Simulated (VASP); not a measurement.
Al3N, 8 atoms in the cell. It takes space group Aem2 (No. 39, orthorhombic). Conventional cell: a = 5.009 Å, b = 9.006 Å, c = 5.237 Å, α = 90.00°, β = 90.00°, γ = 90.00°. Al (site symmetry 1) has 1 N at 1.87 Å within 2.5 Å. Al (site symmetry m) has 2 N at 1.91 to 1.92 Å within 2.5 Å. N (site symmetry m) has 4 Al at 1.87 to 1.92 Å within 2.5 Å. 

- Program: VASP 6.6.1
- Task: relaxation of cell and atoms
- Functional: PBE
- Potentials or basis: VASP PAW PBE potentials, release 64 (Al, N)
- Cutoff: 600 eV
- k mesh: 8 × 8 × 8
- Occupations: gaussian, width 0.1 eV
- Spin: no spin polarisation
- Dipole correction: no
- Further INCAR settings: ALGO = Normal; EDIFF = 1e-06; IBRION = 2; EDIFFG = -0.1; NSW = 100; ISIF = 3

Potentials or basis: VASP PAW PBE potentials, release 64 (Al, N).

Run with:

```sh
$ cat potpaw_PBE.64/Al/POTCAR potpaw_PBE.64/N/POTCAR > POTCAR
$ mpirun -np 1 vasp_std > vasp.out
```

Hardware: 1 thread of AMD EPYC 9R45 96-Core Processor (Zen 5) (shared host).

Task: How long does it take, and how much memory?

Result: It took 7.6 min on 1 thread of AMD EPYC 9R45 96-Core Processor (Zen 5) (shared host), peak memory 0.38 GiB. Counts: scf iterations 44, k points 105, ion steps 6.
